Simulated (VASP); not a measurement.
Ru:

```
Ru
1.0
     2.65993    0.00000    0.00000
    -1.32997    2.30357    0.00000
     0.00000    0.00000    4.20931
Ru
2
Cartesian
  0.0000 1.5357 1.0523
  1.3300 0.7679 3.1570
```

Base run:

* Program: VASP 6.6.1
* Functional: r2SCAN
* Potentials or basis: VASP PAW PBE potentials, release 64 (Ru_pv)
* Cutoff: 520 eV
* k mesh: 12 × 12 × 7
* Occupations: fermi-dirac, width 0.1 eV
* Spin: no spin polarisation

Its results: band gap on the k mesh zero (band 14 reaches 15.31 eV, above the bottom of band 15 at 11.95 eV); pressure 19.0 GPa.

Q: The run is repeated on the same cell with these changes: potentials or basis from VASP PAW PBE potentials, release 64 (Ru_pv) to VASP PAW PBE potentials, release 64 (Ru_sv); cutoff from 520 eV to 660 eV; further incar settings from ALGO = Normal; EDIFF = 1e-07; NBANDS = 21 to ALGO = Normal; EDIFF = 1e-06; NBANDS = 23; valence electrons from 28 to 32. What comes out?

A: Band gap on the k mesh zero (band 16 reaches 17.74 eV, above the bottom of band 17 at 14.38 eV); pressure 17.3 GPa.

Caveats: the PAW data sets were made with another functional, which shifts forces and pressure a little.
